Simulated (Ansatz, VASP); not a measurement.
# GaN: VASP beside Ansatz

```
Ga N
1.0
     4.54848    4.54848   -4.54848
    -4.54848   -4.54848   -4.54848
    -4.54848    4.54848    4.54848
Ga N
16 16
Cartesian
  -2.2742 4.5485 2.2742
  -4.5485 2.2742 -2.2742
  -2.2742 4.5485 -2.2742
  2.2742 4.5485 -2.2742
  -4.5485 -4.5485 -4.5485
  -2.2742 -2.2742 -4.5485
  0.0000 0.0000 -4.5485
  2.2742 2.2742 -4.5485
  -4.5485 2.2742 2.2742
  0.0000 4.5485 0.0000
  -2.2742 2.2742 -4.5485
  -4.5485 -2.2742 -2.2742
  -2.2742 0.0000 -2.2742
  0.0000 2.2742 -2.2742
  -4.5485 0.0000 0.0000
  -2.2742 2.2742 0.0000
  1.1371 1.1371 -1.1371
  -1.1371 -1.1371 -5.6856
  1.1371 1.1371 -5.6856
  1.1371 5.6856 -1.1371
  -1.1371 1.1371 1.1371
  -3.4114 -1.1371 -3.4114
  -1.1371 1.1371 -3.4114
  1.1371 3.4114 -3.4114
  -1.1371 -1.1371 -1.1371
  -1.1371 5.6856 1.1371
  -3.4114 3.4114 -3.4114
  -5.6856 -1.1371 -1.1371
  -3.4114 1.1371 -1.1371
  -1.1371 3.4114 -1.1371
  -5.6856 1.1371 1.1371
  -3.4114 3.4114 1.1371
```

Alike in both runs: task single point; functional PBE; k mesh 2 × 2 × 2; occupations gaussian, width 0.01 eV; no spin polarisation.

|  | VASP | Ansatz |
| --- | --- | --- |
| version | VASP 6.6.1 | Ansatz 0.2.0 |
| potentials or method | VASP PAW PBE potentials, release 64 (Ga_d, N), cutoff 520 eV | scalar-relativistic, plane waves, PAW |
| valence electrons in the cell | 288 | 288 |

```tsv
	VASP	Ansatz	Ansatz less VASP
gap on the k mesh at the Fermi level (eV)	1.55	1.54	-0.006
least direct gap on the mesh (eV)	1.55	1.54	-0.006
pressure (GPa)	-0.1	-0.1	-0.02
```

The k mesh is coarse, so the values compare programs but aren't converged.
